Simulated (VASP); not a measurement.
# Rh (Pm-3m) in VASP: a series of runs, part 2 of 2

VASP 6.6.1. The steps go on from the part before.

## Step 3: Single point, BLYP

This run uses another cell than the first one, of 17.26 Å³/atom, 1.042 times its volume.

Input file INCAR:

```
SYSTEM = Rh
AGGAC = 1.0 ; AGGAX = 1.0
ALDAC = 0.0 ; ALDAX = 1.0
ALGO = Normal ; EDIFF = 1E-6
ENCUT = 520 ; GGA = B5
ISIF = 2 ; ISMEAR = -1
LASPH = .TRUE. ; LCHARG = .FALSE.
LREAL = .FALSE. ; LWAVE = .FALSE.
NBANDS = 14 ; NELM = 60
PREC = Accurate ; SIGMA = 0.1
```

Input file KPOINTS:

```
k-points
0
G
  14 14 14
  0 0 0
```

Input file POSCAR:

```
Rh
1.0
    2.5842437664      0.0000000000      0.0000000000
    0.0000000000      2.5842437664      0.0000000000
    0.0000000000      0.0000000000      2.5842437664
Rh
1
Direct
    0.0000000000      0.0000000000      0.0000000000
```

Potentials or basis: VASP PAW PBE potentials, release 64 (Rh_pv).

Started as:

```
$ cat potpaw_PBE.64/Rh_pv/POTCAR > POTCAR
$ mpirun -np 1 vasp_std > vasp.out
```

OUTCAR:

```text
SYSTEM = Rh
   EDIFF = 1E-6
   ENCUT = 520
   GGA = B5
   ISIF = 2
   ISMEAR = -1
   LASPH = .TRUE.
   LREAL = .FALSE.
   NELM = 60
   PREC = Accurate

 ion  position               nearest neighbor table
   1  0.000  0.000  0.000-

  LATTYP: Found a simple cubic cell.
 ALAT       =     2.5842437664

  Lattice vectors:

 A1 = (   2.5842437664,   0.0000000000,   0.0000000000)
 A2 = (   0.0000000000,   2.5842437664,   0.0000000000)
 A3 = (   0.0000000000,   0.0000000000,   2.5842437664)

Analysis of symmetry for initial positions (statically):
=====================================================================
 Subroutine PRICEL returns:
 Original cell was already a primitive cell.

 Routine SETGRP: Setting up the symmetry group for a
 simple cubic supercell.

 Subroutine GETGRP returns: Found 48 space group operations
 (whereof 48 operations were pure point group operations)
 out of a pool of 48 trial point group operations.

The static configuration has the point symmetry O_h .

Analysis of symmetry for dynamics (positions and initial velocities):
=====================================================================
 Subroutine PRICEL returns:
 Original cell was already a primitive cell.

 Routine SETGRP: Setting up the symmetry group for a
 simple cubic supercell.

 Subroutine GETGRP returns: Found 48 space group operations
 (whereof 48 operations were pure point group operations)
 out of a pool of 48 trial point group operations.

The dynamic configuration has the point symmetry O_h .

 Subroutine INISYM returns: Found 48 space group operations
 (whereof 48 operations are pure point group operations),
 and found     1 'primitive' translations

----------------------------------------------------------------------------------------

                                     Primitive cell

  volume of cell :      17.2584
[... 107 lines left out ...]
     AMIX_MAG =   1.60;   BMIX_MAG =  1.00
  volume/ion in A,a.u.               =      17.26       116.47
  Fermi-wavevector in a.u.,A,eV,Ry     =   1.562326  2.952369 33.209968  2.440864
  Thomas-Fermi vector in A             =   2.665261
   LORBIT       =      0    0 simple, 1 ext, 2 COOP (PROOUT), +10 PAW based schemes
   GGA     = B5    functional components
   LHFCALC =     F    Hartree Fock is set to
   AEXX    =    0.0000 exact exchange contribution
   IVDW    =     0    specifies the selected vdW correction
   LEPSILON=     F    determine dielectric tensor
   LRPA    =     F    only Hartree local field effects (RPA)
 non-spin polarized calculation
  energy-cutoff  :      520.00
  volume of cell :       17.26
 maximum number of plane-waves:       480
 NGX is ok and might be reduce to    20
   NGX =  9   NGY =  9   NGZ =  9

 number of electron      15.0000011 magnetization

 Free energy of the ion-electron system (eV)
  ---------------------------------------------------
  ext. energy  EPLUGINS =         0.00000000
  ---------------------------------------------------
  free energy    TOTEN  =        -5.64109528 eV

  energy without entropy =       -5.58149042  energy(sigma->0) =       -5.61129285

 E-fermi :   8.8523     XC(G=0): -11.8215

 val. band max:        8.8467694267   @ k =   0.5000   0.2143   0.0714
 cond. band min:       8.8655448795   @ k =   0.2857   0.2143   0.0000
 fundamental gap:      0.0187754528
 Fermi energy:         8.8523440470

 k-point     1 :       0.0000    0.0000    0.0000
  band No.  band energies     occupation
      1     -36.9009      2.00000
      2     -36.9009      2.00000
      3     -36.9009      2.00000
      4       2.6509      2.00000
      5       4.1840      2.00000
      6       4.1840      2.00000
      7       9.5087      0.00282
      8       9.5087      0.00282
      9       9.5087      0.00282
     10      25.2788      0.00000
     11      25.2788      0.00000
     12      25.2788      0.00000
     13      29.8506      0.00000
     14      32.4587      0.00000
[... 377 lines left out ...]
      1     -37.3548      2.00000
      2     -37.0862      2.00000
      3     -36.8411      2.00000
      4       4.8341      2.00000
      5       5.5379      2.00000
      6       6.6139      2.00000
      7       8.0432      1.99939
      8       8.9123      0.70874
      9       9.4103      0.00752
     10      17.4291      0.00000
     11      23.8349      0.00000
     12      28.1460      0.00000
     13      29.8761      0.00000
     14      31.4030      0.00000

 [... further k-points ...]
[... 5 lines left out ...]
  --------------------------------------------------------------------------------------
  -------------------------------------------------------------------------------------
  Total        0.0208119      0.0208119      0.0208119     -0.0000000     -0.0000000     -0.0000000
  in kB        1.9320656      1.9320656      1.9320656     -0.0000000     -0.0000000     -0.0000000
  external PRESSURE =       1.9320656 kB  Pullay stress =       0.0000000 kB

 VOLUME and BASIS-vectors are now :
 -----------------------------------------------------------------------------
  energy-cutoff  :      520.00
  volume of cell :       17.26
      direct lattice vectors                 reciprocal lattice vectors
     2.584243766  0.000000000  0.000000000     0.386960399  0.000000000  0.000000000
     0.000000000  2.584243766  0.000000000     0.000000000  0.386960399  0.000000000
     0.000000000  0.000000000  2.584243766     0.000000000  0.000000000  0.386960399

 POSITION                                       TOTAL-FORCE (eV/Angst)
 -----------------------------------------------------------------------------------
      0.00000      0.00000      0.00000         0.000000      0.000000      0.000000
 -----------------------------------------------------------------------------------
    total drift:                                0.000000      0.000000      0.000000

  FREE ENERGIE OF THE ION-ELECTRON SYSTEM (eV)
  ---------------------------------------------------
  free  energy   TOTEN  =        -5.6410952798 eV

  energy  without entropy=       -5.5814904200  energy(sigma->0) =       -5.61129285
```

stdout:

```text
POSCAR found type information on POSCAR Rh
 POSCAR found :  1 types and       1 ions
 scaLAPACK will be used
 -----------------------------------------------------------------------------
|                                                                             |
|                                                                             |
|     You enforced a specific xc type in the INCAR file but a different       |
|     I HOPE YOU KNOW WHAT YOU ARE DOING!                                     |
|                                                                             |
 -----------------------------------------------------------------------------

 LDA part: xc-table for (Slater(with rela. corr.)+VWN5), standard interpolation
 POSCAR, INCAR and KPOINTS ok, starting setup
 FFT: planning ... GRIDC
 FFT: planning ... GRID_SOFT
 FFT: planning ... GRID
 WAVECAR not read
 entering main loop
```

Run time: 9.9 s. Hardware: 1 thread of Intel Xeon 6975P-C (Granite Rapids), shared host; peak memory 0.14 GiB.

Results:

```yaml
Free_energy: -5.6411 eV
Pressure: 0.2 GPa
```

Caveat: the PAW data sets were made with another functional, which shifts forces and pressure a little.

## Step 4: Single point, BLYP (volume scaled by 1.04)

Input file INCAR:

```
AGGAC    = 1.0          
AGGAX    = 1.0          
ALDAC    = 0.0          
ALDAX    = 1.0          
ALGO     = Normal         # electronic algorithm
EDIFF    = 1E-6           # SCF threshold, eV
ENCUT    = 520            # plane-wave cutoff, eV
GGA      = B5             # functional
ISIF     = 2              # what is computed and relaxed
ISMEAR   = -1             # smearing method
LASPH    = T              # aspherical terms in the spheres
LCHARG   = F              # write CHGCAR
LREAL    = F              # projectors in reciprocal space
LWAVE    = F              # write WAVECAR
NBANDS   = 14             # bands
NELM     = 100            # most SCF steps
PREC     = Accurate       # precision mode
SIGMA    = 0.1            # smearing width, eV
```

Input file KPOINTS:

```
k-points
0
Gamma
  14 14 14
```

Input file POSCAR:

```
Rh
1.0
    2.6182508737      0.0000000000      0.0000000000
    0.0000000000      2.6182508737      0.0000000000
    0.0000000000      0.0000000000      2.6182508737
Rh
1
Direct
    0.0000000000      0.0000000000      0.0000000000
```

Started as:

```
$ cat potpaw_PBE.64/Rh_pv/POTCAR > POTCAR
$ mpirun -np 1 vasp_std > vasp.out
```

Wall time 10 s (1 thread of Intel Xeon 6975P-C (Granite Rapids), shared host); peak memory 0.13 GiB.

It converged, with:

```yaml
Free_energy: -5.6302 eV
Pressure: -5.3 GPa
```

Levels at points of the mesh, in eV from the Fermi level:
```
           k point  band 5  band 6  band 7  band 8  band 9  band 10
(0.00, 0.00, 0.00)   -4.41   -4.41    0.61    0.61    0.61    16.13
(0.50, 0.00, 0.00)   -3.81   -1.17   -1.17    0.52    0.78     5.49
(0.50, 0.50, 0.00)   -3.20   -0.84   -0.84    1.96    5.55     5.55
(0.50, 0.50, 0.50)   -3.78   -3.78    2.07    2.07   10.84    11.19
```

Caveat: the cell differs from its parent crystal (volume scaled by 1.04); the PAW data sets were made with another functional, which shifts forces and pressure a little.

## Step 5: Summary

```tsv
cell	gap on the mesh (eV)	pressure (GPa)
a = 2.549 Å, 1 atom	none	7.2
a = 2.584 Å, 1 atom	none	0.2
a = 2.618 Å, 1 atom	none	-5.3
```

Alike in all rows: task single point; level BLYP; potentials or basis VASP PAW PBE potentials, release 64 (Rh_pv); no spin polarisation; k mesh 14 × 14 × 14; cutoff (eV) 520; smearing fermi-dirac 0.1 eV.

Caveats: the PAW data sets were made with another functional, which shifts forces and pressure a little.

Total energies depend on the potentials used, so only differences within one code and one set of settings carry meaning.
